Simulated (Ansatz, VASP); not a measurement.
# One calculation of MgO, two programs

```
Mg O
1.0
     0.00000    2.22809    2.10217
     2.10217    0.00000    2.10217
     2.10217    2.22809    0.00000
Mg O
1 1
Direct
  0.00000 0.00000 0.00000
  0.50000 0.50000 0.50000
```

Change from the starting cell: uniaxial_y strain +6.0%.

Alike in both runs: task single point; functional r2SCAN; k mesh 10 × 10 × 10; no spin polarisation.

|  | VASP | Ansatz |
| --- | --- | --- |
| version | VASP 6.6.1 | Ansatz 0.2.0 |
| potentials or method | VASP PAW PBE potentials, release 64 (Mg, O) | plane waves, PAW |
| plane-wave cutoff (eV) | 520 | 500 |
| occupations | gaussian, width 0.01 eV | fixed |
| valence electrons in the cell | 8 | 16 |

VASP gave:

* gap on the k mesh at the Fermi level (eV): 4.99
* pressure (GPa): -8.7
* traceless stress, the component that is largest in VASP (GPa): -5.19

Task: Estimate Ansatz's values.

Result: gap on the k mesh at the Fermi level (eV): 5.02; pressure (GPa): -7.7; traceless stress, the component that is largest in VASP (GPa): -5.28.

VASP's potentials were made for PBE, not for r2SCAN. VASP's potentials hold 8 valence electrons a cell and Ansatz's 16, so a difference there can come from the potentials and not from the codes.
